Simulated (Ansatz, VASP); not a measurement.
## Si in VASP and in Ansatz

INCAR

```
SYSTEM = Si
PREC     = Accurate       ! precision mode
ENCUT    = 520            ! plane-wave cutoff, eV
EDIFF    = 1E-7           ! SCF threshold, eV
ISMEAR   = -1             ! smearing method
SIGMA    = 0.1            ! smearing width, eV
LREAL    = .False.        ! projectors in reciprocal space
LASPH    = .True.         ! aspherical terms in the spheres
NELM     = 100            ! most SCF steps
ALGO     = Normal         ! electronic algorithm
ISIF     = 2              ! what is computed and relaxed
LWAVE    = .False.        ! write WAVECAR
LCHARG   = .False.        ! write CHGCAR
GGA      = PS             ! functional
NBANDS   = 13             ! bands
```

Contents of KPOINTS:

```
Automatic mesh
0
Gamma
  9 9 14
  0 0 0
```

The input POSCAR:

```
Si
1.0
    4.4308098108      0.0000000000      0.0000000000
   -2.2154049054      3.8371938554      0.0000000000
    0.0000000000      0.0000000000      2.5462787532
Si
3
Direct
    1.0000000000      1.0000000000      0.0000000000
    0.3333333333      0.6666666667      0.5000000000
    0.6666666667      0.3333333333      0.5000000000
```

Input for Ansatz:

```yaml
crystal:
  lattice:
    - [4.4308098108, 0.0, 0.0]
    - [-2.2154049054, 3.8371938554, 0.0]
    - [0.0, 0.0, 2.5462787532]
  atoms:
    - { symbol: Si, position: [1.0, 1.0, 0.0] }
    - { symbol: Si, position: [0.3333333333, 0.6666666667, 0.5] }
    - { symbol: Si, position: [0.6666666667, 0.3333333333, 0.5] }
hamiltonian:
  xc: pbesol
  pseudopotentials:
    kind: paw
    azcp:
      Si: "pseudopotentials/Si.paw.azcp"
basis:
  ecutwfc: 420
  fft_grid_basis: typed
kpoints:
  mp_grid: { grid: [9, 9, 14], shift: [0, 0, 0] }
magnetization:
  spin_polarized: false
scf:
  occupations: { method: fermi_dirac, width: 0.1 }
  lower_state_search: "off"
output:
  stress: true
```

Alike in both runs: task single point; functional PBEsol; k mesh 9 × 9 × 14; occupations fermi-dirac, width 0.1 eV; no spin polarisation.

|  | VASP | Ansatz |
| --- | --- | --- |
| version | VASP 6.6.1 | Ansatz 0.2.0 |
| potentials or method | VASP PAW PBE potentials, release 64 (Si), cutoff 520 eV | plane waves (420 eV) with PAW, scalar-relativistic |
| valence electrons in the cell | 12 | 12 |

|  | VASP | Ansatz | Ansatz less VASP |
| --- | --- | --- | --- |
| pressure (GPa) | 0.1 | -0.1 | -0.15 |
| traceless stress, the component that is largest in VASP (GPa) | 2.03 | 2.00 | -0.029 |

VASP's potentials were made for PBE, not for PBEsol, and Ansatz warns of the same on its side. The functional is the same, so the differences come from potentials, cutoffs and numerics.
